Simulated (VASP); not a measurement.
Set up this calculation in VASP 6.6.1, as the native input.

```yaml
Task: single point
Functional: r2SCAN
Dispersion: rVV10
Potentials_or_basis: VASP PAW PBE potentials, release 64 (Al, N)
Cutoff: 660 eV
k_mesh: 10 × 10 × 10
Occupations: gaussian, width 0.02 eV
Spin: no spin polarisation
Dipole_correction: no
Further_INCAR_settings: ALGO = Normal; EDIFF = 1e-06; NBANDS = 11
```

Crystal: AlN.

```
Al N
1.0
     0.00000    1.97544    1.97544
     1.97544    0.00000    1.97544
     1.97544    1.97544    0.00000
Al N
1 1
Direct
  0.50000 0.50000 0.50000
  0.00000 0.00000 0.00000
```

These files were run (other wordings do the same):

POSCAR

```
AlN
1.0
    0.0000000000      1.9754369432      1.9754369432
    1.9754369432      0.0000000000      1.9754369432
    1.9754369432      1.9754369432      0.0000000000
Al N
1 1
Direct
    0.5000000000      0.5000000000      0.5000000000
    0.0000000000      0.0000000000      0.0000000000
```

INCAR.step1

```
ALGO = Normal
EDIFF = 1E-5
ENCUT = 660
GGA = PE
GGA_COMPAT = False
ISMEAR = 0
LASPH = True
LCHARG = False
LREAL = False
LWAVE = True
NBANDS = 11
NELM = 120
PREC = Accurate
SIGMA = 0.02
```

INCAR.step2

```
ALGO = Normal
BPARAM = 11.95
CPARAM = 0.0093
EDIFF = 1E-6
ENCUT = 660
GGA_COMPAT = False
ISIF = 2
ISMEAR = 0
ISTART = 1
IVDW_NL = 2
LASPH = True
LCHARG = False
LMIXTAU = True
LREAL = False
LUSE_VDW = True
LWAVE = False
METAGGA = R2SCAN
NBANDS = 11
NELM = 120
PREC = Accurate
SIGMA = 0.02
```

KPOINTS

```
k-points
0
Gamma
  10 10 10
```

Potentials or basis: VASP PAW PBE potentials, release 64 (Al, N).

Command:

```console
$ cat potpaw_PBE.64/Al/POTCAR potpaw_PBE.64/N/POTCAR > POTCAR
$ cp INCAR.step1 INCAR
$ mpirun -np 1 vasp_std > vasp.out
$ cp INCAR.step2 INCAR
$ mpirun -np 1 vasp_std > vasp.out
```

Results of the run:

```
Pressure               : 18.8 GPa
Band gap on the k mesh : 5.82 eV (least direct gap 7.58 eV)
```

Caveat: the cell stands under pressure; the PAW data sets were made with another functional, which shifts forces and pressure a little.

It took 75 s on 1 thread of Intel Xeon 8259CL (shared host), peak memory 0.21 GiB.
